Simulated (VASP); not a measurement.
Set up this calculation in VASP 6.6.1, as the native input.

- Task: single point
- Functional: LDA
- Potentials or basis: VASP PAW LDA potentials, release 64 (Ir_sv_GW)
- Cutoff: 560 eV
- k mesh: 18 × 18 × 10
- Occupations: gaussian, width 0.15 eV
- Spin: no spin polarisation
- Dipole correction: no
- Further INCAR settings: ALGO = Normal; EDIFF = 1e-06; NBANDS = 24

The structure of Ir lies in POSCAR:

```
Ir
1.0
    2.6421000000      0.0000000000      0.0000000000
   -1.3210500000      2.2881257193      0.0000000000
    0.0000000000      0.0000000000      4.5325000000
Ir
2
Direct
    0.6666666667      0.3333333333      0.7500000000
    0.3333333333      0.6666666667      0.2500000000
```

This isn't the form of Ir at room conditions, which is fcc.

One way to write it, as run:

INCAR

```
SYSTEM = Ir
  PREC = Accurate
  ENCUT = 560
  EDIFF = 1E-6
  ISMEAR = 0
  SIGMA = 0.15
  LREAL = .False.
  LASPH = .True.
  NELM = 120
  ALGO = Normal
  ISIF = 2
  LWAVE = .False.
  LCHARG = .True.
  GGA = CA
  LELF = .True.
  LVHAR = .True.
  NBANDS = 24
  GGA_COMPAT = .False.
```

KPOINTS

```
Automatic mesh
0
Gamma
  18 18 10
  0 0 0
```

Potentials or basis: VASP PAW LDA potentials, release 64 (Ir_sv_GW).

The run is started by

```console
$ cat potpaw_LDA.64/Ir_sv_GW/POTCAR > POTCAR
$ mpirun -np 1 vasp_std > vasp.out
```

Results of the run:

```json
{"Pressure": "7.0 GPa", "Band gap on the k mesh": "zero (bands 17 and 18 overlap by 3.90 eV)"}
```

Caveat: the stress differs along the axes, from -9 to 15 GPa; spin-orbit coupling is left out, which moves the levels of the heavy elements.

It took 59 s on 1 thread of Intel(R) Xeon(R) 6975P-C (Granite Rapids), on a shared host, peak memory 0.24 GiB.
